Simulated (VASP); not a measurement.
Runs of VASP 6.6.1 on Mo. The structure is that of space group Cmmm (No. 65), or close to it. The cells are those of the table. 

| cell | further INCAR settings | gap on the mesh (eV) | pressure (GPa) |
| --- | --- | --- | --- |
| a = 2.941, b = 2.639, c = 2.555 Å, angles 90.0, 90.0, 123.9°, 1 atom | ALGO = Fast; EDIFF = 1e-07; NBANDS = 13 | none | 6.7 |
| a = 3.009, b = 2.610, c = 2.555 Å, angles 90.0, 90.0, 125.2°, 1 atom | ALGO = Fast; EDIFF = 1e-06; NBANDS = 13 | none | (a) |
| a = 2.599, b = 2.806, c = 2.555 Å, angles 90.0, 90.0, 117.6°, 1 atom | ALGO = Fast; EDIFF = 1e-06; NBANDS = 13 | none | 5.6 |
| a = 2.530, b = 2.844, c = 2.555 Å, angles 90.0, 90.0, 116.4°, 1 atom | ALGO = Fast; EDIFF = 1e-07; NBANDS = 13 | none | 7.7 |
| a = 2.462, b = 2.882, c = 2.555 Å, angles 90.0, 90.0, 115.3°, 1 atom | ALGO = Fast; EDIFF = 1e-07; NBANDS = 13 | none | (b) |

Alike in all rows: task single point; level PBE; potentials or basis VASP PAW PBE potentials, release 64 (Mo_sv); no spin polarisation; k mesh 21 × 21 × 18; cutoff (eV) 520; smearing gaussian 0.15 eV.

Problem. Estimate the missing entries.

Solution. (a) 8.7; (b) 11.0.

A k mesh can miss the band edges, and the runs leave out spin-orbit coupling on Mo.

A gap of «none» marks levels without a gap at the run's occupations.
